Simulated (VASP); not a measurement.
# MnHg (Pm-3m) in VASP: single point with PBE

Aim: the single point of MnHg with PBE.

All numbers are computed with VASP 6.6.1; they aren't measurements. Logs are shortened: lines on timing, memory, paths and dates and some standing lists are left out, and cuts for length are marked.

## Step 1: The cell of the first run

Symmetry: Pm-3m, No. 221, cubic system. The conventional cell has a = 3.315 Å, b = 3.315 Å, c = 3.315 Å, α = 90.00°, β = 90.00°, γ = 90.00°. Mn (site symmetry m-3m) has 8 Hg at 2.87 Å and 6 Mn at 3.31 to 3.32 Å within 3.8 Å. Within 3.8 Å of Hg (site symmetry m-3m) lie 8 Mn at 2.87 Å and 6 Hg at 3.31 Å.

## Step 2: Single point, PBE, collinear spin, ferromagnetic start

Contents of INCAR:

```
SYSTEM = MnHg
ALGO = Normal
EDIFF = 1E-7
ENCUT = 520
GGA = PE
ISIF = 2
ISMEAR = -1
ISPIN = 2
LASPH = .True.
LCHARG = .False.
LMAXMIX = 4
LORBIT = 11
LREAL = .False.
LWAVE = .False.
MAGMOM = 4 0
NBANDS = 24
NELM = 150
PREC = Accurate
SIGMA = 0.05
```

Contents of KPOINTS:

```
k-points
0
Gamma
  7 7 7
  0 0 0
```

Contents of POSCAR:

```
MnHg
1.0
    3.3150000000      0.0000000000      0.0000000000
    0.0000000000      3.3150000000      0.0000000000
    0.0000000000      0.0000000000      3.3150000000
Mn Hg
1 1
Direct
    0.5000000000      0.5000000000      0.5000000000
    0.0000000000      0.0000000000      0.0000000000
```

Potentials or basis: VASP PAW PBE potentials, release 64 (Mn_pv, Hg).

Started as:

```console
> cat potpaw_PBE.64/Mn_pv/POTCAR potpaw_PBE.64/Hg/POTCAR > POTCAR
> mpirun -np 1 vasp_std > vasp.out
```

OUTCAR:

```text
SYSTEM = MnHg
   EDIFF = 1E-7
   ENCUT = 520
   GGA = PE
   ISIF = 2
   ISMEAR = -1
   ISPIN = 2
   LASPH = .True.
   LORBIT = 11
   LREAL = .False.
   NELM = 150
   PREC = Accurate

 ion  position               nearest neighbor table
   1  0.500  0.500  0.500-   2 2.87   2 2.87   2 2.87   2 2.87   2 2.87   2 2.87   2 2.87   2 2.87

   2  0.000  0.000  0.000-   1 2.87   1 2.87   1 2.87   1 2.87   1 2.87   1 2.87   1 2.87   1 2.87

  LATTYP: Found a simple cubic cell.
 ALAT       =     3.3150000000

  Lattice vectors:

 A1 = (   3.3150000000,   0.0000000000,   0.0000000000)
 A2 = (   0.0000000000,   3.3150000000,   0.0000000000)
 A3 = (   0.0000000000,   0.0000000000,   3.3150000000)

Analysis of symmetry for initial positions (statically):
=====================================================================
 Subroutine PRICEL returns:
 Original cell was already a primitive cell.

 Routine SETGRP: Setting up the symmetry group for a
 simple cubic supercell.

 Subroutine GETGRP returns: Found 48 space group operations
 (whereof 48 operations were pure point group operations)
 out of a pool of 48 trial point group operations.

The static configuration has the point symmetry O_h .

Analysis of symmetry for dynamics (positions and initial velocities):
=====================================================================
 Subroutine PRICEL returns:
 Original cell was already a primitive cell.

 Routine SETGRP: Setting up the symmetry group for a
 simple cubic supercell.

 Subroutine GETGRP returns: Found 48 space group operations
 (whereof 48 operations were pure point group operations)
 out of a pool of 48 trial point group operations.

The dynamic configuration has the point symmetry O_h .

Analysis of structural, dynamic, and magnetic symmetry:
=====================================================================
 Subroutine PRICEL returns:
 Original cell was already a primitive cell.

 Routine SETGRP: Setting up the symmetry group for a
 simple cubic supercell.

 Subroutine GETGRP returns: Found 48 space group operations
 (whereof 48 operations were pure point group operations)
 out of a pool of 48 trial point group operations.

The overall configuration has the point symmetry O_h .

 Subroutine INISYM returns: Found 48 space group operations
 (whereof 48 operations are pure point group operations),
 and found     1 'primitive' translations

----------------------------------------------------------------------------------------

                                     Primitive cell

  volume of cell :      36.4293

  direct lattice vectors                    reciprocal lattice vectors
     3.315000000  0.000000000  0.000000000     0.301659125  0.000000000  0.000000000
     0.000000000  3.315000000  0.000000000     0.000000000  0.301659125  0.000000000
     0.000000000  0.000000000  3.315000000     0.000000000  0.000000000  0.301659125

  length of vectors
     3.315000000  3.315000000  3.315000000     0.301659125  0.301659125  0.301659125

  position of ions in fractional coordinates (direct lattice)
     0.500000000  0.500000000  0.500000000
     0.000000000  0.000000000  0.000000000

  ion indices of the primitive-cell ions
   primitive index   ion index
                 1           1
                 2           2

----------------------------------------------------------------------------------------

 KPOINTS: k-points

Automatic generation of k-mesh.
 Grid dimensions read from file:
 generate k-points for:    7    7    7

 Generating k-lattice:

  Cartesian coordinates                     Fractional coordinates (reciprocal lattice)
     0.043094161  0.000000000  0.000000000     0.142857143  0.000000000  0.000000000
     0.000000000  0.043094161  0.000000000     0.000000000  0.142857143  0.000000000
     0.000000000  0.000000000  0.043094161     0.000000000  0.000000000  0.142857143

  Length of vectors
     0.043094161  0.043094161  0.043094161

  Shift w.r.t. Gamma in fractional coordinates (k-lattice)
     0.000000000  0.000000000  0.000000000

 Subroutine IBZKPT returns following result:
 ===========================================

 Found     20 irreducible k-points:

 Following reciprocal coordinates:
            Coordinates               Weight
  0.000000  0.000000  0.000000      1.000000
  0.142857  0.000000  0.000000      6.000000
  0.285714  0.000000  0.000000      6.000000
  0.428571  0.000000  0.000000      6.000000
  0.142857  0.142857  0.000000     12.000000
  0.285714  0.142857  0.000000     24.000000
[... 12 lines left out ...]
  0.428571  0.428571  0.285714     24.000000
  0.428571  0.428571  0.428571      8.000000
   k-points           NKPTS =     20   k-points in BZ     NKDIM =     20   number of bands    NBANDS=     24
   number of dos      NEDOS =    301   number of ions     NIONS =      2
   total plane-waves  NPLWV =  21952
   dimension x,y,z NGX =    28 NGY =   28 NGZ =   28
   dimension x,y,z NGXF=    56 NGYF=   56 NGZF=   56
   ions per type =               1   1
   NGX,Y,Z   is equivalent  to a cutoff of  14.04, 14.04, 14.04 a.u.
   NGXF,Y,Z  is equivalent  to a cutoff of  28.08, 28.08, 28.08 a.u.
 SYSTEM =  MnHg
   PREC   = accura    normal or accurate (medium, high low for compatibility)
   ISTART =      0    job   : 0-new  1-cont  2-samecut
   ICHARG =      2    charge: 1-file 2-atom 10-const
   ISPIN  =      2    spin polarized calculation?
   LNONCOLLINEAR =      F non collinear calculations
   LSORBIT =      F    spin-orbit coupling
   LASPH  =      T    aspherical Exc in radial PAW
   ENCUT  =  520.0 eV  38.22 Ry    6.18 a.u.   6.16  6.16  6.16*2*pi/ulx,y,z
   NELM   =    150;   NELMIN=  2; NELMDL= -5     # of ELM steps
   EDIFF  = 0.1E-06   stopping-criterion for ELM
   LREAL  =      F    real-space projection
   EDIFFG = 0.1E-05   stopping-criterion for IOM
   NSW    =      0    number of steps for IOM
   IBRION =     -1    ionic relax: 0-MD 1-quasi-New 2-CG
   NFREE  =      0    steps in history (QN), initial steepest desc. (CG)
   ISIF   =      2    stress and relaxation
   ISYM   =      2    0-nonsym 1-usesym 2-fastsym
   POTIM  = 0.5000    time-step for ionic-motion
   TEBEG  =    0.0;   TEEND  =   0.0 temperature during run
   PSTRESS=    0.0 pullay stress
   NELECT =      25.0000    total number of electrons
   NUPDOWN=      -1.0000    fix difference up-down
   EMIN   =  10.00;   EMAX   =-10.00  energy-range for DOS
   EFERMI =   0.00;   METHOD = LEGACY
   ISMEAR =    -1;   SIGMA  =   0.05  broadening in eV -4-tet -1-fermi 0-gaus
   EFERMI_NEDOS =   21; number of points for ismear=-14 and -15
   IALGO  =     38    algorithm
   IMIX   =      4    mixing-type and parameters
     AMIX     =   0.40;   BMIX     =  1.00
     AMIX_MAG =   1.60;   BMIX_MAG =  1.00
  volume/ion in A,a.u.               =      18.21       122.92
  Fermi-wavevector in a.u.,A,eV,Ry     =   1.444014  2.728790 28.370534  2.085175
  Thomas-Fermi vector in A             =   2.562356
   LORBIT       =     11    0 simple, 1 ext, 2 COOP (PROOUT), +10 PAW based schemes
   GGA     = PE    functional components
   LHFCALC =     F    Hartree Fock is set to
   AEXX    =    0.0000 exact exchange contribution
   IVDW    =     0    specifies the selected vdW correction
   LEPSILON=     F    determine dielectric tensor
   LRPA    =     F    only Hartree local field effects (RPA)
 spin polarized calculation
  energy-cutoff  :      520.00
  volume of cell :       36.43
 maximum number of plane-waves:       992
 NGX is ok and might be reduce to    28
   NGX = 13   NGY = 13   NGZ = 13

 number of electron      25.0000011 magnetization       3.9178042

 Free energy of the ion-electron system (eV)
  ---------------------------------------------------
  ext. energy  EPLUGINS =         0.00000000
  ---------------------------------------------------
  free energy    TOTEN  =        -8.51359432 eV

  energy without entropy =       -8.50741984  energy(sigma->0) =       -8.51050708

 E-fermi :   5.5247     XC(G=0): -11.6831

 val. band max:        5.4963222493   @ k =   0.2857   0.0000   0.0000
 cond. band min:       5.5373557023   @ k =   0.4286   0.0000   0.0000
 fundamental gap:      0.0410334530
 Fermi energy:         5.5247374055

 spin component 1

 k-point     1 :       0.0000    0.0000    0.0000
  band No.  band energies     occupation
      1     -44.6691      1.00000
      2     -44.6691      1.00000
      3     -44.6691      1.00000
      4      -4.1168      1.00000
      5      -2.7271      1.00000
      6      -2.7271      1.00000
[... 16 lines left out ...]
     23      22.5739      0.00000
     24      26.3185      0.00000

 k-point     2 :       0.1429    0.0000    0.0000
  band No.  band energies     occupation
      1     -44.6722      1.00000
      2     -44.6690      1.00000
      3     -44.6690      1.00000
      4      -3.8058      1.00000
      5      -2.6745      1.00000
      6      -2.5742      1.00000
[... 16 lines left out ...]
     23      22.3582      0.00000
     24      23.3861      0.00000

 k-point     3 :       0.2857    0.0000    0.0000
  band No.  band energies     occupation
      1     -44.6791      1.00000
      2     -44.6685      1.00000
      3     -44.6685      1.00000
      4      -3.0919      1.00000
      5      -2.5506      1.00000
      6      -1.9926      1.00000
[... 16 lines left out ...]
     23      20.3000      0.00000
     24      22.5449      0.00000
[... 406 lines left out ...]
 k-point    19 :       0.4286    0.4286    0.2857
  band No.  band energies     occupation
      1     -44.6823      1.00000
      2     -44.6823      1.00000
      3     -44.6766      1.00000
      4      -2.6693      1.00000
      5      -2.3546      1.00000
      6      -2.3477      1.00000
[... 16 lines left out ...]
     23      27.0142      0.00000
     24      28.4391      0.00000

 k-point    20 :       0.4286    0.4286    0.4286
  band No.  band energies     occupation
      1     -44.6820      1.00000
      2     -44.6820      1.00000
      3     -44.6820      1.00000
      4      -2.5690      1.00000
      5      -2.5107      1.00000
      6      -2.5107      1.00000
[... 16 lines left out ...]
     23      29.4757      0.00000
     24      30.0322      0.00000
 Fermi energy:         5.5247374055

 spin component 2

 k-point     1 :       0.0000    0.0000    0.0000
  band No.  band energies     occupation
      1     -40.6028      1.00000
      2     -40.6028      1.00000
      3     -40.6028      1.00000
      4      -3.9043      1.00000
      5      -2.7089      1.00000
      6      -2.7089      1.00000
[... 16 lines left out ...]
     23      22.5897      0.00000
     24      27.2900      0.00000

 k-point     2 :       0.1429    0.0000    0.0000
  band No.  band energies     occupation
      1     -40.6067      1.00000
      2     -40.6026      1.00000
      3     -40.6026      1.00000
      4      -3.6014      1.00000
      5      -2.6689      1.00000
      6      -2.5514      1.00000
[... 16 lines left out ...]
     23      22.5435      0.00000
     24      24.0403      0.00000

 k-point     3 :       0.2857    0.0000    0.0000
  band No.  band energies     occupation
      1     -40.6154      1.00000
      2     -40.6021      1.00000
      3     -40.6021      1.00000
      4      -2.9844      1.00000
      5      -2.5766      1.00000
      6      -1.8715      1.00000
[... 16 lines left out ...]
     23      20.9858      0.00000
     24      23.2377      0.00000
[... 406 lines left out ...]
 k-point    19 :       0.4286    0.4286    0.2857
  band No.  band energies     occupation
      1     -40.6191      1.00000
      2     -40.6191      1.00000
      3     -40.6119      1.00000
      4      -2.5956      1.00000
      5      -2.3057      1.00000
      6      -2.2962      1.00000
[... 16 lines left out ...]
     23      27.1630      0.00000
     24      28.6939      0.00000

 k-point    20 :       0.4286    0.4286    0.4286
  band No.  band energies     occupation
      1     -40.6186      1.00000
      2     -40.6186      1.00000
      3     -40.6186      1.00000
      4      -2.5196      1.00000
      5      -2.4738      1.00000
      6      -2.4738      1.00000
[... 16 lines left out ...]
     23      29.6296      0.00000
     24      30.0538      0.00000

------------------------ aborting loop because EDIFF is reached ----------------------------------------

  FORCE on cell =-STRESS in cart. coord.  units (eV):
  Direction    XX          YY          ZZ          XY          YZ          ZX
  --------------------------------------------------------------------------------------
  -------------------------------------------------------------------------------------
  Total        0.1978052      0.1978052      0.1978052     -0.0000000     -0.0000000     -0.0000000
  in kB        8.6995684      8.6995684      8.6995684     -0.0000000     -0.0000000     -0.0000000
  external PRESSURE =       8.6995684 kB  Pullay stress =       0.0000000 kB

 VOLUME and BASIS-vectors are now :
 -----------------------------------------------------------------------------
  energy-cutoff  :      520.00
  volume of cell :       36.43
      direct lattice vectors                 reciprocal lattice vectors
     3.315000000  0.000000000  0.000000000     0.301659125  0.000000000  0.000000000
     0.000000000  3.315000000  0.000000000     0.000000000  0.301659125  0.000000000
     0.000000000  0.000000000  3.315000000     0.000000000  0.000000000  0.301659125

 POSITION                                       TOTAL-FORCE (eV/Angst)
 -----------------------------------------------------------------------------------
      1.65750      1.65750      1.65750         0.000000      0.000000      0.000000
      0.00000      0.00000      0.00000         0.000000      0.000000      0.000000
 -----------------------------------------------------------------------------------
    total drift:                                0.000000      0.000000      0.000000

  FREE ENERGIE OF THE ION-ELECTRON SYSTEM (eV)
  ---------------------------------------------------
  free  energy   TOTEN  =        -8.5135943240 eV

  energy  without entropy=       -8.5074198353  energy(sigma->0) =       -8.51050708

 total charge

# of ion       s       p       d       tot
------------------------------------------
    1        0.249   6.176   4.975  11.399
    2        0.815   0.521   9.255  10.591
--------------------------------------------------
tot          1.063   6.697  14.229  21.989

 magnetization (x)

# of ion       s       p       d       tot
------------------------------------------
    1        0.025   0.016   3.797   3.838
    2       -0.044  -0.064   0.048  -0.060
--------------------------------------------------
tot         -0.019  -0.047   3.845   3.779
```

Wall time 64 s (1 thread of AMD EPYC 7R13, shared host); peak memory 0.16 GiB.

Results:

- Free energy: -8.5136 eV
- Pressure: 0.9 GPa
- Net moment: 3.92 μB per cell
- Site moments: Mn +3.84; Hg -0.06 μB
- Valence electrons inside the program's atomic spheres: Mn 11.40; Hg 10.59

Caveat: spin-orbit coupling is left out, which moves the levels of the heavy elements.
